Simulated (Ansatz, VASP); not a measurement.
## Two plane-wave programs on PtS2

```
CELL_PARAMETERS angstrom
3.54144 0.00000 0.00000
-1.77072 3.06698 0.00000
0.00000 0.00000 22.46716
ATOMIC_POSITIONS crystal
S 0.66667 0.33333 0.20029
S 0.33333 0.66667 0.31083
S 0.66667 0.66667 0.52181
S 0.33333 0.00000 0.63235
Pt 0.00000 0.00000 0.25556
Pt 0.00000 0.33333 0.57708
```

Alike in both runs: task single point; functional PBE; dispersion D3(BJ); k mesh 9 × 9 × 1; occupations gaussian, width 0.05 eV; no spin polarisation.

|  | VASP | Ansatz |
| --- | --- | --- |
| version | VASP 6.6.1 | Ansatz 0.2.0 |
| potentials or method | VASP PAW PBE potentials, release 64 (S, Pt), cutoff 520 eV | scalar-relativistic, plane waves, PAW |
| valence electrons in the cell | 44 | 60 |

|  | VASP | Ansatz | Ansatz less VASP |
| --- | --- | --- | --- |
| gap on the k mesh at the Fermi level (eV) | 1.77 | 1.76 | -0.002 |
| least direct gap on the mesh (eV) | 1.84 | 1.83 | -0.003 |
| rms of the force components (eV/Å) | 0.016 | 0.015 | -0.0013 |

VASP's potentials hold 44 valence electrons a cell and Ansatz's 60, so a difference there can come from the potentials and not from the codes.

Neither program's run includes spin-orbit coupling.
